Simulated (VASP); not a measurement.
# SiGe2C2 (P4/mmm) in VASP: a series of runs

SiGe2C2 is run at these levels: PBE; tasks: relaxation of cell and atoms, single point.

Program: VASP 6.6.1. These are calculated values, not measurements. Logs are shortened: lines on timing, memory, paths and dates and some standing lists are left out, and cuts for length are marked.

**1. The cell of the first run**

Symmetry: P4/mmm, No. 123, tetragonal system. Conventional cell: a = 3.894 Å, b = 3.894 Å, c = 3.956 Å, α = 90.00°, β = 90.00°, γ = 90.00°. Within 2.6 Å of Si (site symmetry 4/mmm) lie 4 Ge at 1.95 Å and 2 C at 1.98 Å. Ge (site symmetry mmm) has 2 Si at 1.95 Å within 2.6 Å. Within 3.6 Å of C (site symmetry 4/mmm) lie 4 C at 2.75 Å and 8 Ge at 2.78 Å and 8 Si at 3.39 Å. C (site symmetry 4/mmm) has 2 Si at 1.98 Å within 2.6 Å.

The cell was built from a structure type or drawn by symmetry, and may not be a known phase.

**2. Relaxation of cell and atoms, PBE**

Contents of INCAR:

```
PREC = Accurate
ENCUT = 600
EDIFF = 1E-6
ISMEAR = 0
SIGMA = 0.1
LREAL = F
LASPH = T
NELM = 80
ALGO = Normal
ISIF = 3
LWAVE = F
LCHARG = F
GGA = PE
IBRION = 2
NSW = 90
EDIFFG = -0.04
```

Contents of KPOINTS:

```
regular mesh
0
Gamma
  4 4 4
```

Contents of POSCAR:

```
SiGe2C2
1.0
    3.8944287600      0.0000000000      0.0000000000
    0.0000000000      3.8944287600      0.0000000000
    0.0000000000      0.0000000000      3.9559710500
Si Ge C
1 2 2
Direct
    0.5000000000      0.5000000000      0.5000000000
    0.0000000000      0.5000000000      0.5000000000
    0.5000000000      0.0000000000      0.5000000000
    0.0000000000      0.0000000000      0.0000000000
    0.5000000000      0.5000000000      0.0000000000
```

Potentials or basis: VASP PAW PBE potentials, release 64 (Si, Ge_d, C).

The run is started by

```console
$ cat potpaw_PBE.64/Si/POTCAR potpaw_PBE.64/Ge_d/POTCAR potpaw_PBE.64/C/POTCAR > POTCAR
$ mpirun -np 1 vasp_std > vasp.out
```

OUTCAR:

```text
PREC = Accurate
   ENCUT = 600
   EDIFF = 1E-6
   ISMEAR = 0
   LREAL = F
   LASPH = T
   NELM = 80
   ISIF = 3
   GGA = PE
   IBRION = 2
   NSW = 90
   EDIFFG = -0.04

 ion  position               nearest neighbor table
   1  0.500  0.500  0.500-   2 1.95   3 1.95   3 1.95   2 1.95   5 1.98   5 1.98
   2  0.000  0.500  0.500-   1 1.95   1 1.95   3 2.75   3 2.75   3 2.75   3 2.75
   3  0.500  0.000  0.500-   1 1.95   1 1.95   2 2.75   2 2.75   2 2.75   2 2.75
   4  0.000  0.000  0.000-
   5  0.500  0.500  0.000-   1 1.98   1 1.98

  LATTYP: Found a simple tetragonal cell.
 ALAT       =     3.8944287600
 C/A-ratio  =     1.0158026488

  Lattice vectors:

 A1 = (   3.8944287600,   0.0000000000,   0.0000000000)
 A2 = (   0.0000000000,   3.8944287600,   0.0000000000)
 A3 = (   0.0000000000,   0.0000000000,   3.9559710500)

Analysis of symmetry for initial positions (statically):
=====================================================================
 Subroutine PRICEL returns:
 Original cell was already a primitive cell.

 Routine SETGRP: Setting up the symmetry group for a
 simple tetragonal supercell.

 Subroutine GETGRP returns: Found 16 space group operations
 (whereof 16 operations were pure point group operations)
 out of a pool of 16 trial point group operations.

The static configuration has the point symmetry D_4h.

Analysis of symmetry for dynamics (positions and initial velocities):
=====================================================================
 Subroutine PRICEL returns:
 Original cell was already a primitive cell.

 Routine SETGRP: Setting up the symmetry group for a
 simple tetragonal supercell.

 Subroutine GETGRP returns: Found 16 space group operations
 (whereof 16 operations were pure point group operations)
 out of a pool of 16 trial point group operations.

The dynamic configuration has the point symmetry D_4h.

 Subroutine INISYM returns: Found 16 space group operations
 (whereof 16 operations are pure point group operations),
 and found     1 'primitive' translations

----------------------------------------------------------------------------------------

                                     Primitive cell

  volume of cell :      59.9985

  direct lattice vectors                    reciprocal lattice vectors
     3.894428760  0.000000000  0.000000000     0.256777068  0.000000000  0.000000000
     0.000000000  3.894428760  0.000000000     0.000000000  0.256777068  0.000000000
     0.000000000  0.000000000  3.955971050     0.000000000  0.000000000  0.252782436

  length of vectors
     3.894428760  3.894428760  3.955971050     0.256777068  0.256777068  0.252782436

  position of ions in fractional coordinates (direct lattice)
     0.500000000  0.500000000  0.500000000
     0.000000000  0.500000000  0.500000000
     0.500000000  0.000000000  0.500000000
     0.000000000  0.000000000  0.000000000
     0.500000000  0.500000000  0.000000000

  ion indices of the primitive-cell ions
   primitive index   ion index
                 1           1
                 2           2
                 3           3
                 4           4
                 5           5

----------------------------------------------------------------------------------------

 KPOINTS: regular mesh

Automatic generation of k-mesh.
 Grid dimensions read from file:
 generate k-points for:    4    4    4

 Generating k-lattice:

  Cartesian coordinates                     Fractional coordinates (reciprocal lattice)
     0.064194267  0.000000000  0.000000000     0.250000000  0.000000000  0.000000000
     0.000000000  0.064194267  0.000000000     0.000000000  0.250000000  0.000000000
     0.000000000  0.000000000  0.063195609     0.000000000  0.000000000  0.250000000

  Length of vectors
     0.064194267  0.064194267  0.063195609

  Shift w.r.t. Gamma in fractional coordinates (k-lattice)
     0.000000000  0.000000000  0.000000000

 Subroutine IBZKPT returns following result:
 ===========================================

 Found     18 irreducible k-points:

 Following reciprocal coordinates:
            Coordinates               Weight
  0.000000  0.000000  0.000000      1.000000
  0.250000  0.000000  0.000000      4.000000
  0.500000  0.000000  0.000000      2.000000
  0.250000  0.250000  0.000000      4.000000
  0.500000  0.250000  0.000000      4.000000
  0.500000  0.500000  0.000000      1.000000
[... 10 lines left out ...]
  0.500000  0.250000  0.500000      4.000000
  0.500000  0.500000  0.500000      1.000000
   k-points           NKPTS =     18   k-points in BZ     NKDIM =     18   number of bands    NBANDS=     24
   number of dos      NEDOS =    301   number of ions     NIONS =      5
   total plane-waves  NPLWV =  32768
   dimension x,y,z NGX =    32 NGY =   32 NGZ =   32
   dimension x,y,z NGXF=    64 NGYF=   64 NGZF=   64
   ions per type =               1   2   2
   NGX,Y,Z   is equivalent  to a cutoff of  13.66, 13.66, 13.45 a.u.
   NGXF,Y,Z  is equivalent  to a cutoff of  27.32, 27.32, 26.90 a.u.
 SYSTEM =  unknown system
   PREC   = accura    normal or accurate (medium, high low for compatibility)
   ISTART =      0    job   : 0-new  1-cont  2-samecut
   ICHARG =      2    charge: 1-file 2-atom 10-const
   ISPIN  =      1    spin polarized calculation?
   LNONCOLLINEAR =      F non collinear calculations
   LSORBIT =      F    spin-orbit coupling
   LASPH  =      T    aspherical Exc in radial PAW
   ENCUT  =  600.0 eV  44.10 Ry    6.64 a.u.   7.78  7.78  7.90*2*pi/ulx,y,z
   NELM   =     80;   NELMIN=  2; NELMDL= -5     # of ELM steps
   EDIFF  = 0.1E-05   stopping-criterion for ELM
   LREAL  =      F    real-space projection
   EDIFFG = -.4E-01   stopping-criterion for IOM
   NSW    =     90    number of steps for IOM
   IBRION =      2    ionic relax: 0-MD 1-quasi-New 2-CG
   NFREE  =      1    steps in history (QN), initial steepest desc. (CG)
   ISIF   =      3    stress and relaxation
   ISYM   =      2    0-nonsym 1-usesym 2-fastsym
   POTIM  = 0.5000    time-step for ionic-motion
   TEBEG  =    0.0;   TEEND  =   0.0 temperature during run
   PSTRESS=    0.0 pullay stress
   NELECT =      40.0000    total number of electrons
   NUPDOWN=      -1.0000    fix difference up-down
   EMIN   =  10.00;   EMAX   =-10.00  energy-range for DOS
   EFERMI =   0.00;   METHOD = LEGACY
   ISMEAR =     0;   SIGMA  =   0.10  broadening in eV -4-tet -1-fermi 0-gaus
   EFERMI_NEDOS =   21; number of points for ismear=-14 and -15
   IALGO  =     38    algorithm
   IMIX   =      4    mixing-type and parameters
     AMIX     =   0.40;   BMIX     =  1.00
     AMIX_MAG =   1.60;   BMIX_MAG =  1.00
  volume/ion in A,a.u.               =      12.00        80.98
  Fermi-wavevector in a.u.,A,eV,Ry     =   1.430149  2.702590 27.828352  2.045326
  Thomas-Fermi vector in A             =   2.550026
   LORBIT       =      0    0 simple, 1 ext, 2 COOP (PROOUT), +10 PAW based schemes
   GGA     = PE    functional components
   LHFCALC =     F    Hartree Fock is set to
   AEXX    =    0.0000 exact exchange contribution
   IVDW    =     0    specifies the selected vdW correction
   LEPSILON=     F    determine dielectric tensor
   LRPA    =     F    only Hartree local field effects (RPA)
 conjugate gradient relaxation of ions
 non-spin polarized calculation
 Gauss-broadening in eV      SIGMA  =   0.10
  energy-cutoff  :      600.00
  volume of cell :       60.00
 maximum number of plane-waves:      2020
 NGX is ok and might be reduce to    32
   NGX = 15   NGY = 15   NGZ = 15

--------------------------------------- Ionic step        1  -------------------------------------------

 number of electron      40.0000021 magnetization

 Free energy of the ion-electron system (eV)
  ---------------------------------------------------
  ext. energy  EPLUGINS =         0.00000000
  ---------------------------------------------------
  free energy    TOTEN  =       -15.79568295 eV

  energy without entropy =      -15.77634228  energy(sigma->0) =      -15.78601262

------------------------ aborting loop because EDIFF is reached ----------------------------------------

  FORCE on cell =-STRESS in cart. coord.  units (eV):
  Direction    XX          YY          ZZ          XY          YZ          ZX
  --------------------------------------------------------------------------------------
  -------------------------------------------------------------------------------------
  Total       37.5614115     37.5614115     -5.7107705      0.0000000      0.0000000      0.0000000
  in kB     1003.0252232   1003.0252232   -152.4981779      0.0000000      0.0000000      0.0000000
  external PRESSURE =     617.8507561 kB  Pullay stress =       0.0000000 kB
[... 24 lines left out ...]
  energy  without entropy=      -15.7763422836  energy(sigma->0) =      -15.78601262

--------------------------------------- Ionic step        2  -------------------------------------------

 number of electron      39.9999935 magnetization

 E-fermi :   2.7400     XC(G=0):  -9.2980

 val. band max:        2.7375602247   @ k =   0.0000   0.0000   0.5000
 cond. band min:       2.7782931297   @ k =   0.2500   0.2500   0.2500
 fundamental gap:      0.0407329050
 Fermi energy:         2.7399980708

 k-point     1 :       0.0000    0.0000    0.0000
  band No.  band energies     occupation
      1     -22.0740      2.00000
      2     -22.0693      2.00000
      3     -22.0632      2.00000
      4     -22.0632      2.00000
      5     -21.9973      2.00000
      6     -21.9973      2.00000
[... 546 lines left out ...]
  FREE ENERGIE OF THE ION-ELECTRON SYSTEM (eV)
  ---------------------------------------------------
  free  energy   TOTEN  =       -22.1011064813 eV

  energy  without entropy=      -22.0743180859  energy(sigma->0) =      -22.08771228

[... ionic steps 4 to 8 ...]

--------------------------------------- Ionic step        9  -------------------------------------------

 number of electron      40.0000006 magnetization

------------------------ aborting loop because EDIFF is reached ----------------------------------------

  FORCE on cell =-STRESS in cart. coord.  units (eV):
  Direction    XX          YY          ZZ          XY          YZ          ZX
  --------------------------------------------------------------------------------------
  -------------------------------------------------------------------------------------
  Total        0.3033581      0.3033581      1.1466136      0.0000000     -0.0000000      0.0000000
  in kB        5.9634418      5.9634418     22.5402350      0.0000000     -0.0000000      0.0000000
  external PRESSURE =      11.4890395 kB  Pullay stress =       0.0000000 kB
[... 63 lines left out ...]
  energy  without entropy=      -22.6626599107  energy(sigma->0) =      -22.67159604

--------------------------------------- Ionic step       11  -------------------------------------------

 number of electron      39.9999999 magnetization

 Free energy of the ion-electron system (eV)
  ---------------------------------------------------
  ext. energy  EPLUGINS =         0.00000000
  ---------------------------------------------------
  free energy    TOTEN  =       -22.68215963 eV

  energy without entropy =      -22.66366283  energy(sigma->0) =      -22.67291123

 E-fermi :   4.8197     XC(G=0): -10.3605

 val. band max:        4.8095538717   @ k =   0.0000   0.0000   0.5000
 cond. band min:       4.8430582324   @ k =   0.2500   0.2500   0.2500
 fundamental gap:      0.0335043607
 Fermi energy:         4.8196744810

 k-point     1 :       0.0000    0.0000    0.0000
  band No.  band energies     occupation
      1     -19.9739      2.00000
      2     -19.9605      2.00000
      3     -19.9467      2.00000
      4     -19.9467      2.00000
      5     -19.9166      2.00000
      6     -19.8983      2.00000
[... 507 lines left out ...]
  FREE ENERGIE OF THE ION-ELECTRON SYSTEM (eV)
  ---------------------------------------------------
  free  energy   TOTEN  =       -22.6821596341 eV

  energy  without entropy=      -22.6636628321  energy(sigma->0) =      -22.67291123

 reached required accuracy - stopping structural energy minimisation
```

Wall time 6.3 min (1 thread of Intel Xeon Platinum 8259CL at 2.50GHz (Skylake/Cascade Lake), shared host); peak memory 0.19 GiB.

Results:

| Property | Result |
| --- | --- |
| Free energy | -22.6822 eV |
| Relaxed volume | 16.47 Å³/atom |
| Relaxed cell | a = 4.890 Å, b = 4.890 Å, c = 3.443 Å, α = 90.00°, β = 90.00°, γ = 90.00° |
| Space group after relaxing (to 0.1 Å) | P4/mmm (No. 123) |
| Energy gained by relaxing | 1377.3 meV/atom |
| Ionic steps | 11 |
| Pressure after relaxing | 0.0 GPa |
| Band gap on the k mesh | zero (bands 20 and 21 overlap by 1.72 eV) |

Step by step:
```csv
step,energy change (eV),largest force (eV/Å),pressure (GPa),volume (Å³)
1,0.0000,0.0000,61.79,60.00
2,-5.7541,0.0000,-12.13,105.23
3,-6.3054,0.0000,-5.21,85.94
4,-6.3161,0.0000,-6.31,87.78
5,-6.8437,0.0000,0.18,81.20
6,-6.8624,0.0000,2.09,80.05
7,-6.8624,0.0000,2.28,79.89
8,-6.8822,0.0000,1.01,81.68
9,-6.8825,0.0000,1.15,81.50
10,-6.8848,0.0000,-0.66,82.89
11,-6.8865,0.0000,0.01,82.33
```

Final structure:
```yaml
crystal:
  lattice:
    - [4.89043, 0.00000, 0.00000]
    - [0.00000, 4.89043, 0.00000]
    - [0.00000, 0.00000, 3.44257]
  atoms:
    - { symbol: Si, position: [0.50000, 0.50000, 0.50000] }
    - { symbol: Ge, position: [0.00000, 0.50000, 0.50000] }
    - { symbol: Ge, position: [0.50000, 0.00000, 0.50000] }
    - { symbol: C, position: [0.00000, 0.00000, 0.00000] }
    - { symbol: C, position: [0.50000, 0.50000, 0.00000] }
```

Caveat: the k points lie up to 0.46 Å⁻¹ apart in the final cell, too coarse for converged energies and pressures of a metal; the volume moved by over 15 % at a fixed basis, so the end points are rough.

**3. Single point, PBE**

This run uses another cell than the first one, of 16.43 Å³/atom.

Contents of INCAR:

```
SYSTEM = SiGe2C2
ALGO = Normal ; EDIFF = 1E-7
ENCUT = 520 ; GGA = PE
ISIF = 2 ; ISMEAR = 0
LASPH = .True. ; LCHARG = .True.
LELF = .True. ; LREAL = .False.
LVHAR = .True. ; LWAVE = .False.
NBANDS = 28 ; NELM = 80
PREC = Accurate ; SIGMA = 0.1
```

Contents of KPOINTS:

```
k-points
0
Gamma
  8 8 12
  0 0 0
```

POSCAR: that of step 2 with these lines changed.

```diff
@@ -2,5 +2,5 @@
 1.0
-    3.8944287600      0.0000000000      0.0000000000
-    0.0000000000      3.8944287600      0.0000000000
-    0.0000000000      0.0000000000      3.9559710500
+    4.8720066730      0.0000000000      0.0000000000
+    0.0000000000      4.8720066730      0.0000000000
+    0.0000000000      0.0000000000      3.4603309372
 Si Ge C
```

Potentials or basis: VASP PAW PBE potentials, release 64 (Si, Ge_d, C).

The run is started by

```console
$ cat potpaw_PBE.64/Si/POTCAR potpaw_PBE.64/Ge_d/POTCAR potpaw_PBE.64/C/POTCAR > POTCAR
$ mpirun -np 1 vasp_std > vasp.out
```

It took 5.6 min on 1 thread of Intel Xeon Platinum 8259CL at 2.50GHz (Skylake/Cascade Lake), shared host; peak memory 0.33 GiB.

The run converged. Its results:

* Free energy: -22.6957 eV
* Pressure: -0.1 GPa
* Band gap on the k mesh: zero (bands 20 and 21 overlap by 1.93 eV)

Levels at points of the mesh, in eV from the Fermi level:
| k point | band 17 | band 18 | band 19 | band 20 | band 21 | band 22 | band 23 | band 24 |
| --- | --- | --- | --- | --- | --- | --- | --- | --- |
| (0.00, 0.00, 0.00) | -5.41 | -1.12 | -1.12 | 0.48 | 1.40 | 2.88 | 2.88 | 4.59 |
| (0.50, 0.00, 0.00) | -2.33 | -1.64 | -0.59 | 0.50 | 0.52 | 1.82 | 3.03 | 3.90 |
| (0.50, 0.50, 0.00) | -0.67 | -0.67 | 0.00 | 0.86 | 0.86 | 0.93 | 1.32 | 3.05 |
| (0.00, 0.00, 0.50) | -3.76 | -2.12 | -2.12 | -0.39 | 0.13 | 0.31 | 0.44 | 0.44 |
| (0.50, 0.00, 0.50) | -2.98 | -2.15 | -1.78 | -1.46 | -0.16 | 0.62 | 1.01 | 2.56 |
| (0.50, 0.50, 0.50) | -4.07 | -3.54 | 0.44 | 0.55 | 0.55 | 2.07 | 3.46 | 3.92 |
